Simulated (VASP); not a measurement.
Input of a VASP 6.6.1 run:

Contents of INCAR:

```
PREC = Accurate
ENCUT = 520
EDIFF = 1E-6
ISMEAR = 1
SIGMA = 0.1
LREAL = False
LASPH = True
NELM = 60
ALGO = Normal
ISIF = 2
LWAVE = False
LCHARG = False
GGA = PS
NBANDS = 18
```

The input KPOINTS:

```
Automatic mesh
0
Gamma
  6 6 2
```

File POSCAR:

```
Y
1.0
    4.1799250000      0.0000000000      0.0000000000
   -2.0899630000      3.6199210000      0.0000000000
    0.0000000000      0.0000000000     12.1196730000
Y
2
Direct
    0.0000000000      0.0000000000      0.8337420000
    0.0000000000      0.0000000000      0.1662580000
```

Potentials or basis: VASP PAW PBE potentials, release 64 (Y_sv).

Run with:

```bash
$ cat potpaw_PBE.64/Y_sv/POTCAR > POTCAR
$ mpirun -np 1 vasp_std > vasp.out
```

Question: Estimate the band gap on the k mesh.

Answer: Zero (bands 11 and 12 overlap by 0.04 eV).

Question: Estimate the largest force.

Answer: 0.664 eV/Å.

Forces in eV/Å, atoms in the order of the input:
```
Y    0.000  0.000  0.664
Y    0.000  0.000 -0.664
```

Caveat: there is no dipole correction, which matters where the two faces differ; the PAW data sets were made with another functional, which shifts forces and pressure a little.
